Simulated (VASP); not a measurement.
# GaP (F-43m) in VASP: a series of runs

The runs below take GaP through single point, with r2SCAN.

Everything below comes from runs of VASP 6.6.1. Logs are shortened: lines on timing, memory, paths and dates and some standing lists are left out, and cuts for length are marked.

## Step 1: The cell of the first run

It takes space group F-43m (No. 216, cubic). The conventional cell has a = 5.339 Å, b = 5.339 Å, c = 5.339 Å, α = 90.00°, β = 90.00°, γ = 90.00°. Within 3.1 Å of Ga (site symmetry -43m) lie 4 P at 2.31 Å. P (site symmetry -43m) has 4 Ga at 2.31 Å within 3.1 Å.

## Step 2: Single point, r2SCAN

Contents of POSCAR:

```
GaP
1.0
    0.0000000000      2.6696170428      2.6696170428
    2.6696170428      0.0000000000      2.6696170428
    2.6696170428      2.6696170428      0.0000000000
Ga P
1 1
Direct
    0.0000000000      0.0000000000      0.0000000000
    0.2500000000      0.2500000000      0.2500000000
```

Contents of INCAR.step1:

```
SYSTEM = GaP
  PREC = Accurate
  ENCUT = 520
  ISMEAR = 0
  SIGMA = 0.01
  LREAL = .False.
  LASPH = .True.
  NELM = 100
  NBANDS = 16
  GGA = PE
  ALGO = Normal
  EDIFF = 1E-4
  LWAVE = .True.
  LCHARG = .False.
```

Contents of INCAR.step2:

```
SYSTEM = GaP
  PREC = Accurate
  ENCUT = 520
  EDIFF = 1E-6
  ISMEAR = 0
  SIGMA = 0.01
  LREAL = .False.
  LASPH = .True.
  NELM = 100
  ALGO = Normal
  ISIF = 2
  LWAVE = .False.
  LCHARG = .False.
  METAGGA = R2SCAN
  LMIXTAU = .True.
  NBANDS = 16
  ISTART = 1
```

Contents of KPOINTS:

```
regular mesh
0
Gamma
  6 6 6
  0 0 0
```

Potentials or basis: VASP PAW PBE potentials, release 64 (Ga_d, P).

Command:

```
cat potpaw_PBE.64/Ga_d/POTCAR potpaw_PBE.64/P/POTCAR > POTCAR
cp INCAR.step1 INCAR
mpirun -np 1 vasp_std > vasp.out
cp INCAR.step2 INCAR
mpirun -np 1 vasp_std > vasp.out
```

OUTCAR:

```text
SYSTEM = GaP
   PREC = Accurate
   ENCUT = 520
   EDIFF = 1E-6
   ISMEAR = 0
   LREAL = .False.
   LASPH = .True.
   NELM = 100
   ISIF = 2
   METAGGA = R2SCAN
   ISTART = 1

 ion  position               nearest neighbor table
   1  0.000  0.000  0.000-   2 2.31   2 2.31   2 2.31   2 2.31
   2  0.250  0.250  0.250-   1 2.31   1 2.31   1 2.31   1 2.31

  LATTYP: Found a face centered cubic cell.
 ALAT       =     5.3392340856

  Lattice vectors:

 A1 = (   0.0000000000,   2.6696170428,   2.6696170428)
 A2 = (   2.6696170428,   0.0000000000,   2.6696170428)
 A3 = (   2.6696170428,   2.6696170428,   0.0000000000)

Analysis of symmetry for initial positions (statically):
=====================================================================
 Subroutine PRICEL returns:
 Original cell was already a primitive cell.

 Routine SETGRP: Setting up the symmetry group for a
 face centered cubic supercell.

 Subroutine GETGRP returns: Found 24 space group operations
 (whereof 24 operations were pure point group operations)
 out of a pool of 48 trial point group operations.

The static configuration has the point symmetry T_d .

Analysis of symmetry for dynamics (positions and initial velocities):
=====================================================================
 Subroutine PRICEL returns:
 Original cell was already a primitive cell.

 Routine SETGRP: Setting up the symmetry group for a
 face centered cubic supercell.

 Subroutine GETGRP returns: Found 24 space group operations
 (whereof 24 operations were pure point group operations)
 out of a pool of 48 trial point group operations.

The dynamic configuration has the point symmetry T_d .

 Subroutine INISYM returns: Found 24 space group operations
 (whereof 24 operations are pure point group operations),
 and found     1 'primitive' translations

----------------------------------------------------------------------------------------

                                     Primitive cell

  volume of cell :      38.0519

  direct lattice vectors                    reciprocal lattice vectors
     0.000000000  2.669617043  2.669617043    -0.187292781  0.187292781  0.187292781
     2.669617043  0.000000000  2.669617043     0.187292781 -0.187292781  0.187292781
     2.669617043  2.669617043  0.000000000     0.187292781  0.187292781 -0.187292781

  length of vectors
     3.775408628  3.775408628  3.775408628     0.324400612  0.324400612  0.324400612

  position of ions in fractional coordinates (direct lattice)
     0.000000000  0.000000000  0.000000000
     0.250000000  0.250000000  0.250000000

  ion indices of the primitive-cell ions
   primitive index   ion index
                 1           1
                 2           2

----------------------------------------------------------------------------------------

 KPOINTS: regular mesh

Automatic generation of k-mesh.
 Grid dimensions read from file:
 generate k-points for:    6    6    6

 Generating k-lattice:

  Cartesian coordinates                     Fractional coordinates (reciprocal lattice)
    -0.031215463  0.031215463  0.031215463     0.166666667  0.000000000  0.000000000
     0.031215463 -0.031215463  0.031215463     0.000000000  0.166666667  0.000000000
     0.031215463  0.031215463 -0.031215463     0.000000000  0.000000000  0.166666667

  Length of vectors
     0.054066769  0.054066769  0.054066769

  Shift w.r.t. Gamma in fractional coordinates (k-lattice)
     0.000000000  0.000000000  0.000000000

 Subroutine IBZKPT returns following result:
 ===========================================

 Found     16 irreducible k-points:

 Following reciprocal coordinates:
            Coordinates               Weight
  0.000000  0.000000  0.000000      1.000000
  0.166667  0.000000  0.000000      8.000000
  0.333333  0.000000  0.000000      8.000000
  0.500000  0.000000  0.000000      4.000000
  0.166667  0.166667  0.000000      6.000000
  0.333333  0.166667  0.000000     24.000000
[... 8 lines left out ...]
 -0.333333  0.333333  0.166667     24.000000
 -0.333333  0.500000  0.166667     12.000000
   k-points           NKPTS =     16   k-points in BZ     NKDIM =     16   number of bands    NBANDS=     16
   number of dos      NEDOS =    301   number of ions     NIONS =      2
   total plane-waves  NPLWV =  21952
   dimension x,y,z NGX =    28 NGY =   28 NGZ =   28
   dimension x,y,z NGXF=    56 NGYF=   56 NGZF=   56
   ions per type =               1   1
   NGX,Y,Z   is equivalent  to a cutoff of  12.33, 12.33, 12.33 a.u.
   NGXF,Y,Z  is equivalent  to a cutoff of  24.66, 24.66, 24.66 a.u.
 SYSTEM =  GaP
   PREC   = accura    normal or accurate (medium, high low for compatibility)
   ISTART =      1    job   : 0-new  1-cont  2-samecut
   ICHARG =      0    charge: 1-file 2-atom 10-const
   ISPIN  =      1    spin polarized calculation?
   LNONCOLLINEAR =      F non collinear calculations
   LSORBIT =      F    spin-orbit coupling
   LASPH  =      T    aspherical Exc in radial PAW
   ENCUT  =  520.0 eV  38.22 Ry    6.18 a.u.   7.02  7.02  7.02*2*pi/ulx,y,z
   NELM   =    100;   NELMIN=  2; NELMDL=  0     # of ELM steps
   EDIFF  = 0.1E-05   stopping-criterion for ELM
   LREAL  =      F    real-space projection
   EDIFFG = 0.1E-04   stopping-criterion for IOM
   NSW    =      0    number of steps for IOM
   IBRION =     -1    ionic relax: 0-MD 1-quasi-New 2-CG
   NFREE  =      0    steps in history (QN), initial steepest desc. (CG)
   ISIF   =      2    stress and relaxation
   ISYM   =      2    0-nonsym 1-usesym 2-fastsym
   POTIM  = 0.5000    time-step for ionic-motion
   TEBEG  =    0.0;   TEEND  =   0.0 temperature during run
   PSTRESS=    0.0 pullay stress
   NELECT =      18.0000    total number of electrons
   NUPDOWN=      -1.0000    fix difference up-down
   EMIN   =  10.00;   EMAX   =-10.00  energy-range for DOS
   EFERMI =   0.00;   METHOD = LEGACY
   ISMEAR =     0;   SIGMA  =   0.01  broadening in eV -4-tet -1-fermi 0-gaus
   EFERMI_NEDOS =   21; number of points for ismear=-14 and -15
   IALGO  =     38    algorithm
   IMIX   =      4    mixing-type and parameters
     AMIX     =   0.40;   BMIX     =  1.00
     AMIX_MAG =   1.60;   BMIX_MAG =  1.00
  volume/ion in A,a.u.               =      19.03       128.39
  Fermi-wavevector in a.u.,A,eV,Ry     =   1.275577  2.410491 22.137997  1.627097
  Thomas-Fermi vector in A             =   2.408281
   LORBIT       =      0    0 simple, 1 ext, 2 COOP (PROOUT), +10 PAW based schemes
   METAGGA = R2SCAN    functional components
   LHFCALC =     F    Hartree Fock is set to
   AEXX    =    0.0000 exact exchange contribution
   IVDW    =     0    specifies the selected vdW correction
   LEPSILON=     F    determine dielectric tensor
   LRPA    =     F    only Hartree local field effects (RPA)
 non-spin polarized calculation
 Gauss-broadening in eV      SIGMA  =   0.01
  energy-cutoff  :      520.00
  volume of cell :       38.05
 maximum number of plane-waves:      1034
   NGX = 13   NGY = 13   NGZ = 13

 number of electron      17.9999984 magnetization

 Free energy of the ion-electron system (eV)
  ---------------------------------------------------
  ext. energy  EPLUGINS =         0.00000000
  ---------------------------------------------------
  free energy    TOTEN  =       -21.40554469 eV

  energy without entropy =      -21.40554469  energy(sigma->0) =      -21.40554469

 E-fermi :   5.1918     XC(G=0): -10.8528

 val. band max:        5.1265231493   @ k =   0.0000   0.0000   0.0000
 cond. band min:       6.9011059865   @ k =   0.5000   0.5000   0.0000
 fundamental gap:      1.7745828371
 Fermi energy:         5.1917904405

 k-point     1 :       0.0000    0.0000    0.0000
  band No.  band energies     occupation
      1      -9.9876      2.00000
      2      -9.9876      2.00000
      3      -9.9876      2.00000
      4      -9.8521      2.00000
      5      -9.8521      2.00000
      6      -8.3959      2.00000
[... 8 lines left out ...]
     15      15.4735      0.00000
     16      15.4735      0.00000

 k-point     2 :       0.1667    0.0000    0.0000
  band No.  band energies     occupation
      1     -10.0246      2.00000
      2      -9.9773      2.00000
      3      -9.9773      2.00000
      4      -9.8519      2.00000
      5      -9.8519      2.00000
      6      -7.9866      2.00000
[... 8 lines left out ...]
     15      14.6055      0.00000
     16      16.1484      0.00000

 k-point     3 :       0.3333    0.0000    0.0000
  band No.  band energies     occupation
      1     -10.0824      2.00000
      2      -9.9605      2.00000
      3      -9.9605      2.00000
      4      -9.8475      2.00000
      5      -9.8475      2.00000
      6      -6.9045      2.00000
[... 8 lines left out ...]
     15      15.4110      0.00000
     16      15.7224      0.00000

 k-point     4 :       0.5000    0.0000    0.0000
  band No.  band energies     occupation
      1     -10.1067      2.00000
      2      -9.9546      2.00000
      3      -9.9546      2.00000
      4      -9.8428      2.00000
      5      -9.8428      2.00000
      6      -6.0126      2.00000
[... 8 lines left out ...]
     15      17.6519      0.00000
     16      17.6519      0.00000
[... 172 lines left out ...]
 k-point    14 :       0.5000    0.3333    0.1667
  band No.  band energies     occupation
      1     -10.1109      2.00000
      2      -9.9415      2.00000
      3      -9.9280      2.00000
      4      -9.8714      2.00000
      5      -9.8379      2.00000
      6      -6.0232      2.00000
[... 8 lines left out ...]
     15      18.0635      0.00000
     16      19.6008      0.00000

 k-point    15 :      -0.3333    0.3333    0.1667
  band No.  band energies     occupation
      1     -10.1191      2.00000
      2      -9.9408      2.00000
      3      -9.9191      2.00000
      4      -9.8668      2.00000
      5      -9.8421      2.00000
      6      -5.2554      2.00000
[... 8 lines left out ...]
     15      18.7418      0.00000
     16      19.0722      0.00000

 k-point    16 :      -0.3333    0.5000    0.1667
  band No.  band energies     occupation
      1     -10.1314      2.00000
      2      -9.9262      2.00000
      3      -9.9084      2.00000
      4      -9.8803      2.00000
      5      -9.8348      2.00000
      6      -4.9011      2.00000
[... 8 lines left out ...]
     15      18.0587      0.00000
     16      19.9476      0.00000

------------------------ aborting loop because EDIFF is reached ----------------------------------------

  FORCE on cell =-STRESS in cart. coord.  units (eV):
  Direction    XX          YY          ZZ          XY          YZ          ZX
  --------------------------------------------------------------------------------------
  -------------------------------------------------------------------------------------
  Total        1.4941877      1.4941877      1.4941877      0.0000000      0.0000000     -0.0000000
  in kB       62.9127748     62.9127748     62.9127748      0.0000000      0.0000000     -0.0000000
  external PRESSURE =      62.9127748 kB  Pullay stress =       0.0000000 kB

 VOLUME and BASIS-vectors are now :
 -----------------------------------------------------------------------------
  energy-cutoff  :      520.00
  volume of cell :       38.05
      direct lattice vectors                 reciprocal lattice vectors
     0.000000000  2.669617043  2.669617043    -0.187292781  0.187292781  0.187292781
     2.669617043  0.000000000  2.669617043     0.187292781 -0.187292781  0.187292781
     2.669617043  2.669617043  0.000000000     0.187292781  0.187292781 -0.187292781

 POSITION                                       TOTAL-FORCE (eV/Angst)
 -----------------------------------------------------------------------------------
      0.00000      0.00000      0.00000         0.000000      0.000000      0.000000
      1.33481      1.33481      1.33481        -0.000000     -0.000000     -0.000000
 -----------------------------------------------------------------------------------
    total drift:                                0.000007      0.000007      0.000007

  FREE ENERGIE OF THE ION-ELECTRON SYSTEM (eV)
  ---------------------------------------------------
  free  energy   TOTEN  =       -21.4055446879 eV

  energy  without entropy=      -21.4055446879  energy(sigma->0) =      -21.40554469
```

Wall time 27 s (1 thread of Intel Xeon Platinum 8375C at 2.90GHz (Ice Lake), shared host); peak memory 0.16 GiB.

Results:

```
Free energy            : -21.4055 eV
Pressure               : 6.3 GPa
Band gap on the k mesh : 1.77 eV, indirect (least direct gap 2.90 eV)
```

Caveat: the PAW data sets were made with another functional, which shifts forces and pressure a little.

## Step 3: Single point, r2SCAN

This run uses another cell than the first one, of 19.43 Å³/atom, 1.021 times its volume.

Contents of POSCAR:

```
GaP
1.0
    0.0000000000      2.6884177822      2.6884177822
    2.6884177822      0.0000000000      2.6884177822
    2.6884177822      2.6884177822      0.0000000000
Ga P
1 1
Direct
    0.0000000000      0.0000000000      0.0000000000
    0.2500000000      0.2500000000      0.2500000000
```

Contents of INCAR.step1:

```
SYSTEM = GaP
  ALGO = Normal
  EDIFF = 1E-4
  ENCUT = 520
  GGA = PE
  ISMEAR = 0
  LASPH = .TRUE.
  LCHARG = .FALSE.
  LREAL = .FALSE.
  LWAVE = .TRUE.
  NBANDS = 16
  NELM = 60
  PREC = Accurate
  SIGMA = 0.01
```

Contents of INCAR.step2:

```
SYSTEM = GaP
  ALGO = Normal
  EDIFF = 1E-7
  ENCUT = 520
  ISIF = 2
  ISMEAR = 0
  ISTART = 1
  LASPH = .TRUE.
  LCHARG = .TRUE.
  LELF = .TRUE.
  LMIXTAU = .TRUE.
  LREAL = .FALSE.
  LVHAR = .TRUE.
  LWAVE = .FALSE.
  METAGGA = R2SCAN
  NBANDS = 16
  NELM = 60
  PREC = Accurate
  SIGMA = 0.01
```

Contents of KPOINTS:

```
k-points
0
G
  6 6 6
  0 0 0
```

Potentials or basis: VASP PAW PBE potentials, release 64 (Ga_d, P).

Command:

```
cat potpaw_PBE.64/Ga_d/POTCAR potpaw_PBE.64/P/POTCAR > POTCAR
cp INCAR.step1 INCAR
mpirun -np 1 vasp_std > vasp.out
cp INCAR.step2 INCAR
mpirun -np 1 vasp_std > vasp.out
```

Wall time 33 s (1 thread of Intel Xeon Platinum 8375C at 2.90GHz (Ice Lake), shared host); peak memory 0.17 GiB.

The run converged. Its results:

- Free energy: -21.4314 eV
- Pressure: 4.0 GPa
- Band gap on the k mesh: 1.82 eV, indirect (least direct gap 2.71 eV)

Levels at points of the mesh, in eV from the valence-band top:
```tsv
k point	band 6	band 7	band 8	band 9	band 10	band 11	band 12	band 13
(0.00, 0.00, 0.00)	-13.35	0.00	0.00	0.00	2.71	4.17	4.17	4.17
(0.50, 0.00, 0.00)	-11.04	-7.10	-1.23	-1.23	2.17	5.04	5.04	8.91
(0.50, 0.50, 0.00)	-10.05	-7.17	-2.95	-2.95	1.82	2.06	11.67	11.67
```

Caveat: the PAW data sets were made with another functional, which shifts forces and pressure a little.
